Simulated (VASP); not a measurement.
# As (I4_1/amd) in VASP: single point with PBE

Aim: the single point of As with PBE.

Program: VASP 6.6.1. These are calculated values, not measurements. Logs are shortened: lines on timing, memory, paths and dates and some standing lists are left out, and cuts for length are marked.

## Step 1: The cell of the first run

Symmetry: I4_1/amd, No. 141, tetragonal system. Conventional cell: a = 5.392 Å, b = 5.392 Å, c = 2.846 Å, α = 90.00°, β = 90.00°, γ = 90.00°. As (site symmetry -4m2) has 10 As at 2.79 to 3.44 Å within 3.7 Å.

## Step 2: Single point, PBE

File INCAR:

```
SYSTEM = As
ALGO = Normal
EDIFF = 1E-7
ENCUT = 520
GGA = PE
ISIF = 2
ISMEAR = -1
LASPH = .True.
LCHARG = .False.
LREAL = .False.
LWAVE = .False.
NBANDS = 12
NELM = 80
PREC = Accurate
SIGMA = 0.1
```

File KPOINTS:

```
k-points
0
Gamma
  15 15 15
  0 0 0
```

File POSCAR:

```
As
1.0
   -2.6961929484      2.6961929484      1.4231796789
    2.6961929484     -2.6961929484      1.4231796789
    2.6961929484      2.6961929484     -1.4231796789
As
2
Direct
   -0.3750000000     -0.1250000000     -0.2500000000
    0.3750000000      0.1250000000      0.2500000000
```

Potentials or basis: VASP PAW PBE potentials, release 64 (As).

On the command line:

```sh
$ cat potpaw_PBE.64/As/POTCAR > POTCAR
$ mpirun -np 1 vasp_std > vasp.out
```

OUTCAR:

```text
SYSTEM = As
   EDIFF = 1E-7
   ENCUT = 520
   GGA = PE
   ISIF = 2
   ISMEAR = -1
   LASPH = .True.
   LREAL = .False.
   NELM = 80
   PREC = Accurate

 ion  position               nearest neighbor table
   1  0.625  0.875  0.750-   2 2.79   2 2.79   2 2.79   2 2.79
   2  0.375  0.125  0.250-   1 2.79   1 2.79   1 2.79   1 2.79

  LATTYP: Found a body centered tetragonal cell.
 ALAT       =     5.3923858968
 C/A-ratio  =     0.5278478603

  Lattice vectors:

 A1 = (  -2.6961929484,   2.6961929484,   1.4231796789)
 A2 = (   2.6961929484,  -2.6961929484,   1.4231796789)
 A3 = (   2.6961929484,   2.6961929484,  -1.4231796789)

Analysis of symmetry for initial positions (statically):
=====================================================================
 Subroutine PRICEL returns:
 Original cell was already a primitive cell.

 Routine SETGRP: Setting up the symmetry group for a
 body centered tetragonal supercell.

 Subroutine GETGRP returns: Found 16 space group operations
 (whereof  4 operations were pure point group operations)
 out of a pool of 16 trial point group operations.

The static configuration has the point symmetry C_2h.
 The point group associated with its full space group is D_4h.

Analysis of symmetry for dynamics (positions and initial velocities):
=====================================================================
 Subroutine PRICEL returns:
 Original cell was already a primitive cell.

 Routine SETGRP: Setting up the symmetry group for a
 body centered tetragonal supercell.

 Subroutine GETGRP returns: Found 16 space group operations
 (whereof  4 operations were pure point group operations)
 out of a pool of 16 trial point group operations.

The dynamic configuration has the point symmetry C_2h.
 The point group associated with its full space group is D_4h.

 Subroutine INISYM returns: Found 16 space group operations
 (whereof  4 operations are pure point group operations),
 and found     1 'primitive' translations

----------------------------------------------------------------------------------------

                                     Primitive cell

  volume of cell :      41.3830

  direct lattice vectors                    reciprocal lattice vectors
    -2.696192948  2.696192948  1.423179679     0.000000000  0.185446669  0.351325983
     2.696192948 -2.696192948  1.423179679     0.185446669  0.000000000  0.351325983
     2.696192948  2.696192948 -1.423179679     0.185446669  0.185446669  0.000000000

  length of vectors
     4.069932828  4.069932828  4.069932828     0.397266174  0.397266174  0.262261194

  position of ions in fractional coordinates (direct lattice)
     0.625000000  0.875000000  0.750000000
     0.375000000  0.125000000  0.250000000

  ion indices of the primitive-cell ions
   primitive index   ion index
                 1           1
                 2           2

----------------------------------------------------------------------------------------

 KPOINTS: k-points

Automatic generation of k-mesh.
 Grid dimensions read from file:
 generate k-points for:   15   15   15

 Generating k-lattice:

  Cartesian coordinates                     Fractional coordinates (reciprocal lattice)
     0.000000000  0.012363111  0.023421732     0.066666667  0.000000000 -0.000000000
     0.012363111  0.000000000  0.023421732     0.000000000  0.066666667 -0.000000000
     0.012363111  0.012363111  0.000000000     0.000000000  0.000000000  0.066666667

  Length of vectors
     0.026484412  0.026484412  0.017484080

  Shift w.r.t. Gamma in fractional coordinates (k-lattice)
     0.000000000  0.000000000  0.000000000

 Subroutine IBZKPT returns following result:
 ===========================================

 Found    288 irreducible k-points:

 Following reciprocal coordinates:
            Coordinates               Weight
  0.000000  0.000000  0.000000      1.000000
  0.066667  0.000000  0.000000      8.000000
  0.133333  0.000000  0.000000      8.000000
  0.200000  0.000000  0.000000      8.000000
  0.266667  0.000000  0.000000      8.000000
  0.333333 -0.000000  0.000000      8.000000
[... 16 lines left out ...]
  0.133333  0.133333  0.000000      8.000000
  0.200000  0.133333  0.000000     16.000000
 [... further k-points ...]
   k-points           NKPTS =    288   k-points in BZ     NKDIM =    288   number of bands    NBANDS=     12
   number of dos      NEDOS =    301   number of ions     NIONS =      2
   total plane-waves  NPLWV =  27000
   dimension x,y,z NGX =    30 NGY =   30 NGZ =   30
   dimension x,y,z NGXF=    60 NGYF=   60 NGZF=   60
   ions per type =               2
   NGX,Y,Z   is equivalent  to a cutoff of  12.25, 12.25, 12.25 a.u.
   NGXF,Y,Z  is equivalent  to a cutoff of  24.51, 24.51, 24.51 a.u.
 SYSTEM =  As
   PREC   = accura    normal or accurate (medium, high low for compatibility)
   ISTART =      0    job   : 0-new  1-cont  2-samecut
   ICHARG =      2    charge: 1-file 2-atom 10-const
   ISPIN  =      1    spin polarized calculation?
   LNONCOLLINEAR =      F non collinear calculations
   LSORBIT =      F    spin-orbit coupling
   LASPH  =      T    aspherical Exc in radial PAW
   ENCUT  =  520.0 eV  38.22 Ry    6.18 a.u.   7.57  7.57  7.57*2*pi/ulx,y,z
   NELM   =     80;   NELMIN=  2; NELMDL= -5     # of ELM steps
   EDIFF  = 0.1E-06   stopping-criterion for ELM
   LREAL  =      F    real-space projection
   EDIFFG = 0.1E-05   stopping-criterion for IOM
   NSW    =      0    number of steps for IOM
   IBRION =     -1    ionic relax: 0-MD 1-quasi-New 2-CG
   NFREE  =      0    steps in history (QN), initial steepest desc. (CG)
   ISIF   =      2    stress and relaxation
   ISYM   =      2    0-nonsym 1-usesym 2-fastsym
   POTIM  = 0.5000    time-step for ionic-motion
   TEBEG  =    0.0;   TEEND  =   0.0 temperature during run
   PSTRESS=    0.0 pullay stress
   NELECT =      10.0000    total number of electrons
   NUPDOWN=      -1.0000    fix difference up-down
   EMIN   =  10.00;   EMAX   =-10.00  energy-range for DOS
   EFERMI =   0.00;   METHOD = LEGACY
   ISMEAR =    -1;   SIGMA  =   0.10  broadening in eV -4-tet -1-fermi 0-gaus
   EFERMI_NEDOS =   21; number of points for ismear=-14 and -15
   IALGO  =     38    algorithm
   IMIX   =      4    mixing-type and parameters
     AMIX     =   0.40;   BMIX     =  1.00
     AMIX_MAG =   1.60;   BMIX_MAG =  1.00
  volume/ion in A,a.u.               =      20.69       139.63
  Fermi-wavevector in a.u.,A,eV,Ry     =   1.019689  1.926932 14.146863  1.039765
  Thomas-Fermi vector in A             =   2.153217
   LORBIT       =      0    0 simple, 1 ext, 2 COOP (PROOUT), +10 PAW based schemes
   GGA     = PE    functional components
   LHFCALC =     F    Hartree Fock is set to
   AEXX    =    0.0000 exact exchange contribution
   IVDW    =     0    specifies the selected vdW correction
   LEPSILON=     F    determine dielectric tensor
   LRPA    =     F    only Hartree local field effects (RPA)
 non-spin polarized calculation
  energy-cutoff  :      520.00
  volume of cell :       41.38
 maximum number of plane-waves:      1131
   NGX = 15   NGY = 15   NGZ = 15

 number of electron      10.0000002 magnetization

 Free energy of the ion-electron system (eV)
  ---------------------------------------------------
  ext. energy  EPLUGINS =         0.00000000
  ---------------------------------------------------
  free energy    TOTEN  =        -8.89924234 eV

  energy without entropy =       -8.87020245  energy(sigma->0) =       -8.88472239

 E-fermi :   5.5615     XC(G=0): -10.3024

 val. band max:        5.5515677752   @ k =  -0.1333   0.3333   0.1333
 cond. band min:       5.5622881961   @ k =  -0.2667  -0.4000   0.2000
 fundamental gap:      0.0107204209
 Fermi energy:         5.5615033911

 k-point     1 :       0.0000    0.0000    0.0000
  band No.  band energies     occupation
      1      -9.0067      2.00000
      2      -2.7081      2.00000
      3       1.7171      2.00000
      4       1.7171      2.00000
      5       8.3606      0.00000
      6       9.5992      0.00000
      7       9.5992      0.00000
      8      10.4713      0.00000
      9      10.6005      0.00000
     10      14.7543      0.00000
     11      15.6327      0.00000
     12      16.7379      0.00000

 k-point     2 :       0.0667    0.0000    0.0000
  band No.  band energies     occupation
      1      -8.9112      2.00000
      2      -2.7227      2.00000
      3       1.7324      2.00000
      4       1.9042      2.00000
      5       8.5313      0.00000
      6       9.2240      0.00000
      7       9.6142      0.00000
      8       9.8615      0.00000
      9       9.8975      0.00000
     10      14.8822      0.00000
     11      15.8337      0.00000
     12      17.3618      0.00000

 k-point     3 :       0.1333    0.0000    0.0000
  band No.  band energies     occupation
      1      -8.6258      2.00000
      2      -2.7445      2.00000
      3       1.7865      2.00000
      4       2.4311      2.00000
      5       7.8775      0.00000
      6       8.3519      0.00000
      7       9.0120      0.00000
      8       9.0788      0.00000
      9       9.6353      0.00000
     10      14.8676      0.00000
     11      15.7018      0.00000
     12      15.7023      0.00000
[... 286 lines left out ...]
 k-point    23 :       0.1333    0.1333    0.0000
  band No.  band energies     occupation
      1      -7.6676      2.00000
      2      -2.3250      2.00000
      3       2.7407      2.00000
      4       3.0057      2.00000
      5       4.8282      1.99869
      6       4.8830      1.99774
      7       8.7112      0.00000
      8       8.7289      0.00000
      9      10.3422      0.00000
     10      13.0246      0.00000
     11      13.2456      0.00000
     12      17.4473      0.00000

 k-point    24 :       0.2000    0.1333    0.0000
  band No.  band energies     occupation
      1      -6.9417      2.00000
      2      -2.1946      2.00000
      3       2.5492      2.00000
      4       3.2333      2.00000
      5       3.5324      2.00000
      6       4.2292      2.00000
      7       8.2378      0.00000
      8       8.2637      0.00000
      9      11.3014      0.00000
     10      12.5014      0.00000
     11      13.0983      0.00000
     12      18.2986      0.00000

 [... further k-points ...]
[... 5 lines left out ...]
  --------------------------------------------------------------------------------------
  -------------------------------------------------------------------------------------
  Total       -0.3582436     -0.3582436     -0.3654714      0.0000000      0.0000000      0.0000000
  in kB      -13.8697080    -13.8697080    -14.1495410      0.0000000      0.0000000      0.0000000
  external PRESSURE =     -13.9629856 kB  Pullay stress =       0.0000000 kB

 VOLUME and BASIS-vectors are now :
 -----------------------------------------------------------------------------
  energy-cutoff  :      520.00
  volume of cell :       41.38
      direct lattice vectors                 reciprocal lattice vectors
    -2.696192948  2.696192948  1.423179679     0.000000000  0.185446669  0.351325983
     2.696192948 -2.696192948  1.423179679     0.185446669  0.000000000  0.351325983
     2.696192948  2.696192948 -1.423179679     0.185446669  0.185446669  0.000000000

 POSITION                                       TOTAL-FORCE (eV/Angst)
 -----------------------------------------------------------------------------------
      2.69619      1.34810      1.06738         0.000000     -0.000000      0.000000
      0.00000      1.34810      0.35579        -0.000000      0.000000     -0.000000
 -----------------------------------------------------------------------------------
    total drift:                                0.000000     -0.000000      0.000000

  FREE ENERGIE OF THE ION-ELECTRON SYSTEM (eV)
  ---------------------------------------------------
  free  energy   TOTEN  =        -8.8992423363 eV

  energy  without entropy=       -8.8702024499  energy(sigma->0) =       -8.88472239
```

It took 1.9 min on 1 thread of Intel Xeon Platinum 8259CL at 2.50GHz (Skylake/Cascade Lake), shared host; peak memory 0.26 GiB.

Results:

* Free energy: -8.8992 eV
* Pressure: -1.4 GPa
* Band gap on the k mesh: zero (band 5 reaches 9.54 eV, above the bottom of band 6 at 3.12 eV)
